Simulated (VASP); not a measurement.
# Cd2Se5 (P1) in VASP: single point with PBE

Aim: the single point of Cd2Se5 with PBE.

Program: VASP 6.6.1. These are calculated values, not measurements. Logs are shortened: lines on timing, memory, paths and dates and some standing lists are left out, and cuts for length are marked.

## Step 1: The cell of the first run

The typed cell holds 7 atoms: a = 6.335 Å, b = 6.323 Å, c = 6.373 Å, α = 100.40°, β = 122.42°, γ = 106.02°.

## Step 2: Single point, PBE

INCAR reads:

```
SYSTEM = Cd2Se5
ALGO     = Normal         ! electronic algorithm
EDIFF    = 1E-6           ! SCF threshold, eV
ENCUT    = 520            ! plane-wave cutoff, eV
GGA      = PE             ! functional
ISIF     = 2              ! what is computed and relaxed
ISMEAR   = 0              ! smearing method
LASPH    = .TRUE.         ! aspherical terms in the spheres
LCHARG   = .FALSE.        ! write CHGCAR
LREAL    = .FALSE.        ! projectors in reciprocal space
LWAVE    = .FALSE.        ! write WAVECAR
NBANDS   = 36             ! bands
NELM     = 60             ! most SCF steps
PREC     = Accurate       ! precision mode
SIGMA    = 0.2            ! smearing width, eV
```

KPOINTS reads:

```
k-points
0
G
  4 4 4
  0 0 0
```

POSCAR reads:

```
Cd2Se5
1.0
   -4.0394204755      3.0455376932      3.8135072229
    4.0398737224     -3.0319993268      3.8027317866
    4.0864228167      3.0750781199     -3.8025216613
Cd Se
2 5
Direct
    0.6907397823      0.2273060648      0.4317552582
    0.2025907821      0.7409176411      0.4293618836
    0.6508374202      0.1838219963      0.8359751923
    0.8049708885      0.6957123332      0.5009483254
    0.2042121073      0.3420366995      0.5465056434
    0.4173938119      0.7352832060      0.1512559905
    0.0292552079      0.0749220591      0.1041977066
```

Potentials or basis: VASP PAW PBE potentials, release 64 (Cd, Se).

Run with:

```console
$ cat potpaw_PBE.64/Cd/POTCAR potpaw_PBE.64/Se/POTCAR > POTCAR
$ mpirun -np 1 vasp_std > vasp.out
```

OUTCAR:

```text
SYSTEM = Cd2Se5
   EDIFF = 1E-6
   ENCUT = 520
   GGA = PE
   ISIF = 2
   ISMEAR = 0
   LASPH = .TRUE.
   LREAL = .FALSE.
   NELM = 60
   PREC = Accurate

 ion  position               nearest neighbor table
   1  0.691  0.227  0.432-   4 2.74   6 2.75   5 2.76   3 2.77   7 3.24   2 3.70
   2  0.203  0.741  0.429-   4 2.74   6 2.75   5 2.76   3 2.78   7 3.22   1 3.70
   3  0.651  0.184  0.836-   7 2.47   1 2.77   2 2.78
   4  0.805  0.696  0.501-   6 2.39   1 2.74   2 2.74
   5  0.204  0.342  0.547-   7 2.43   1 2.76   2 2.76
   6  0.417  0.735  0.151-   4 2.39   1 2.75   2 2.75
   7  0.029  0.075  0.104-   5 2.43   3 2.47   2 3.22   1 3.24

  LATTYP: Found a triclinic cell.
 ALAT       =    10.7947794122
 B/A-ratio  =     0.5670153978
 C/A-ratio  =     0.7055494851
 COS(alpha) =     0.0035727519
 COS(beta)  =     0.3558491298
 COS(gamma) =     0.8566691939

  Lattice vectors:

 A1 = (   4.1338784048,   9.2092322994,   3.8247029098)
 A2 = (   0.0470023412,   6.1206158131,   0.0109855616)
 A3 = (   0.0004532469,   0.0135383664,   7.6162390095)

Analysis of symmetry for initial positions (statically):
=====================================================================
 Subroutine PRICEL returns:
 Original cell was already a primitive cell.

 Routine SETGRP: Setting up the symmetry group for a
 triclinic supercell.

 Subroutine GETGRP returns: Found  1 space group operations
 (whereof  1 operations were pure point group operations)
 out of a pool of  2 trial point group operations.

The static configuration has the point symmetry C_1 .

Analysis of symmetry for dynamics (positions and initial velocities):
=====================================================================
 Subroutine PRICEL returns:
 Original cell was already a primitive cell.

 Routine SETGRP: Setting up the symmetry group for a
 triclinic supercell.

 Subroutine GETGRP returns: Found  1 space group operations
 (whereof  1 operations were pure point group operations)
 out of a pool of  2 trial point group operations.

The dynamic configuration has the point symmetry C_1 .

 Subroutine INISYM returns: Found  1 space group operations
 (whereof  1 operations are pure point group operations),
 and found     1 'primitive' translations

[... 100 lines left out ...]
   LSORBIT =      F    spin-orbit coupling
   LASPH  =      T    aspherical Exc in radial PAW
   ENCUT  =  520.0 eV  38.22 Ry    6.18 a.u.  11.78 11.76 11.85*2*pi/ulx,y,z
   NELM   =     60;   NELMIN=  2; NELMDL= -5     # of ELM steps
   EDIFF  = 0.1E-05   stopping-criterion for ELM
   LREAL  =      F    real-space projection
   EDIFFG = 0.1E-04   stopping-criterion for IOM
   NSW    =      0    number of steps for IOM
   IBRION =     -1    ionic relax: 0-MD 1-quasi-New 2-CG
   NFREE  =      0    steps in history (QN), initial steepest desc. (CG)
   ISIF   =      2    stress and relaxation
   ISYM   =      2    0-nonsym 1-usesym 2-fastsym
   POTIM  = 0.5000    time-step for ionic-motion
   TEBEG  =    0.0;   TEEND  =   0.0 temperature during run
   PSTRESS=    0.0 pullay stress
   NELECT =      54.0000    total number of electrons
   NUPDOWN=      -1.0000    fix difference up-down
   EMIN   =  10.00;   EMAX   =-10.00  energy-range for DOS
   EFERMI =   0.00;   METHOD = LEGACY
   ISMEAR =     0;   SIGMA  =   0.20  broadening in eV -4-tet -1-fermi 0-gaus
   EFERMI_NEDOS =   21; number of points for ismear=-14 and -15
   IALGO  =     38    algorithm
   IMIX   =      4    mixing-type and parameters
     AMIX     =   0.40;   BMIX     =  1.00
     AMIX_MAG =   1.60;   BMIX_MAG =  1.00
  volume/ion in A,a.u.               =      27.06       182.59
  Fermi-wavevector in a.u.,A,eV,Ry     =   1.077489  2.036160 15.796137  1.160983
  Thomas-Fermi vector in A             =   2.213402
   LORBIT       =      0    0 simple, 1 ext, 2 COOP (PROOUT), +10 PAW based schemes
   GGA     = PE    functional components
   LHFCALC =     F    Hartree Fock is set to
   AEXX    =    0.0000 exact exchange contribution
   IVDW    =     0    specifies the selected vdW correction
   LEPSILON=     F    determine dielectric tensor
   LRPA    =     F    only Hartree local field effects (RPA)
 non-spin polarized calculation
 Gauss-broadening in eV      SIGMA  =   0.20
  energy-cutoff  :      520.00
  volume of cell :      189.40
 maximum number of plane-waves:      5126
   NGX = 23   NGY = 23   NGZ = 23

 number of electron      54.0000000 magnetization

 Free energy of the ion-electron system (eV)
  ---------------------------------------------------
  ext. energy  EPLUGINS =         0.00000000
  ---------------------------------------------------
  free energy    TOTEN  =       -20.60253627 eV

  energy without entropy =      -20.59972723  energy(sigma->0) =      -20.60113175

 E-fermi :   2.2785     XC(G=0):  -9.0819

 val. band max:        2.1395472965   @ k =   0.0000  -0.0000   0.5000
 cond. band min:       2.4729372923   @ k =   0.2500  -0.2500   0.2500
 fundamental gap:      0.3333899957
 Fermi energy:         2.2784661843

 k-point     1 :       0.0000    0.0000    0.0000
  band No.  band energies     occupation
      1     -12.5900      2.00000
      2     -11.8780      2.00000
      3     -10.2545      2.00000
      4      -9.2607      2.00000
      5      -9.2531      2.00000
      6      -6.2267      2.00000
[... 925 lines left out ...]
     35       7.6472      0.00000
     36       8.4818      0.00000

 [... further k-points ...]
[... 5 lines left out ...]
  --------------------------------------------------------------------------------------
  -------------------------------------------------------------------------------------
  Total        0.2803382      0.1736280      0.2982348     -0.0222280     -0.0370303      0.0135119
  in kB        2.3714477      1.4687605      2.5228397     -0.1880323     -0.3132480      0.1143002
  external PRESSURE =       2.1210160 kB  Pullay stress =       0.0000000 kB

 VOLUME and BASIS-vectors are now :
 -----------------------------------------------------------------------------
  energy-cutoff  :      520.00
  volume of cell :      189.40
      direct lattice vectors                 reciprocal lattice vectors
    -4.039420476  3.045537693  3.813507223    -0.000868292  0.163153781  0.131008436
     4.039873722 -3.031999327  3.802731787     0.123060150 -0.001180673  0.131293176
     4.086422817  3.075078120 -3.802521661     0.122196150  0.162444397 -0.000296028

 POSITION                                       TOTAL-FORCE (eV/Angst)
 -----------------------------------------------------------------------------------
     -0.10757      2.74216      1.85677        -0.000882     -0.010533     -0.003090
      3.92942     -0.30914      1.95743         0.004598     -0.006395      0.001085
      1.52976      3.99549      0.00219         0.024329      0.002850      0.000861
      1.60606      1.88263      3.81050         0.023049      0.013936      0.004305
      2.79014      1.26543      0.00134        -0.004139      0.029619      0.002926
      1.90252     -0.49307      3.81266        -0.034205     -0.038301     -0.003501
      0.61030      0.18235      0.00026        -0.012751      0.008823     -0.002585
 -----------------------------------------------------------------------------------
    total drift:                                0.000156     -0.000170     -0.000063

  FREE ENERGIE OF THE ION-ELECTRON SYSTEM (eV)
  ---------------------------------------------------
  free  energy   TOTEN  =       -20.6025362741 eV

  energy  without entropy=      -20.5997272255  energy(sigma->0) =      -20.60113175
```

OSZICAR:

```text
N       E                     dE             d eps       ncg     rms          rms(c)
DAV:   1     0.337307517877E+03    0.33731E+03   -0.24149E+04  2592   0.132E+03
DAV:   2     0.232107355487E+01   -0.33499E+03   -0.32567E+03  3024   0.292E+02
DAV:   3    -0.210864865274E+02   -0.23408E+02   -0.23215E+02  3204   0.749E+01
DAV:   4    -0.213606924969E+02   -0.27421E+00   -0.27359E+00  2940   0.805E+00
DAV:   5    -0.213631939713E+02   -0.25015E-02   -0.25011E-02  3072   0.750E-01    0.954E+00
DAV:   6    -0.206888879111E+02    0.67431E+00   -0.11692E+00  2868   0.905E+00    0.713E+00
DAV:   7    -0.206057229879E+02    0.83165E-01   -0.50975E-01  2940   0.339E+00    0.251E+00
DAV:   8    -0.206026343763E+02    0.30886E-02   -0.63012E-02  2852   0.212E+00    0.439E-01
DAV:   9    -0.206024222318E+02    0.21214E-03   -0.74052E-03  2936   0.729E-01    0.124E-01
DAV:  10    -0.206024881483E+02   -0.65916E-04   -0.10879E-03  2972   0.239E-01    0.528E-02
DAV:  11    -0.206025246543E+02   -0.36506E-04   -0.10634E-04  2908   0.568E-02    0.229E-02
DAV:  12    -0.206025340494E+02   -0.93951E-05   -0.23555E-05  2892   0.254E-02    0.980E-03
DAV:  13    -0.206025364285E+02   -0.23791E-05   -0.53229E-06  2884   0.159E-02    0.274E-03
DAV:  14    -0.206025362741E+02    0.15443E-06   -0.56944E-07  1640   0.606E-03
   1 F= -.20602536E+02 E0= -.20601132E+02  d E =-.280905E-02
```

stdout:

```text
POSCAR found type information on POSCAR CdSe
 POSCAR found :  2 types and       7 ions
 scaLAPACK will be used
 LDA part: xc-table for (Slater+PW92), standard interpolation
 POSCAR, INCAR and KPOINTS ok, starting setup
 FFT: planning ... GRIDC
 FFT: planning ... GRID_SOFT
 FFT: planning ... GRID
 WAVECAR not read
 entering main loop
```

Wall time 4 min (1 thread of Intel Xeon Platinum 8375C at 2.90GHz (Ice Lake), shared host); peak memory 0.42 GiB.

What came out:

```yaml
Free_energy: -20.6025 eV
Pressure: 0.2 GPa
Largest_force: 0.051 eV/Å
Band_gap_on_the_k_mesh: 0.33 eV (least direct gap 0.49 eV)
```

Forces in eV/Å, atoms in the order of the input:
```
Cd  -0.001 -0.011 -0.003
Cd   0.005 -0.006  0.001
Se   0.024  0.003  0.001
Se   0.023  0.014  0.004
Se  -0.004  0.030  0.003
Se  -0.034 -0.038 -0.004
Se  -0.013  0.009 -0.003
```

Stress tensor (GPa, compression positive):
```
 0.24 -0.02  0.01
-0.02  0.15 -0.03
 0.01 -0.03  0.25
```

Levels at points of the mesh, in eV from the valence-band top:
```csv
k point,band 23,band 24,band 25,band 26,band 27,band 28,band 29,band 30,band 31,band 32
"(0.00, 0.00, 0.00)",-2.34,-1.80,-1.77,-0.97,-0.23,1.55,1.93,2.12,2.74,3.09
"(0.50, 0.00, 0.00)",-2.32,-1.62,-1.39,-1.00,-0.81,0.69,1.61,1.85,2.48,3.47
"(0.00, 0.50, 0.00)",-1.46,-1.39,-1.24,-1.08,-0.56,1.87,2.11,2.41,2.73,3.11
"(0.50, 0.50, 0.00)",-1.73,-1.53,-1.01,-0.61,-0.43,0.66,1.39,2.05,2.18,2.59
"(0.00, 0.00, 0.50)",-2.15,-1.99,-1.45,-0.28,0.00,0.49,1.64,2.22,3.33,3.55
"(0.50, 0.00, 0.50)",-1.48,-1.40,-1.25,-1.08,-0.55,1.86,2.10,2.40,2.72,3.12
"(0.00, 0.50, 0.50)",-2.32,-1.62,-1.38,-0.99,-0.80,0.69,1.62,1.85,2.47,3.47
"(0.50, 0.50, 0.50)",-1.30,-1.25,-1.13,-0.75,-0.59,1.44,2.08,2.62,2.83,3.64
```

A k mesh can miss the band edges.
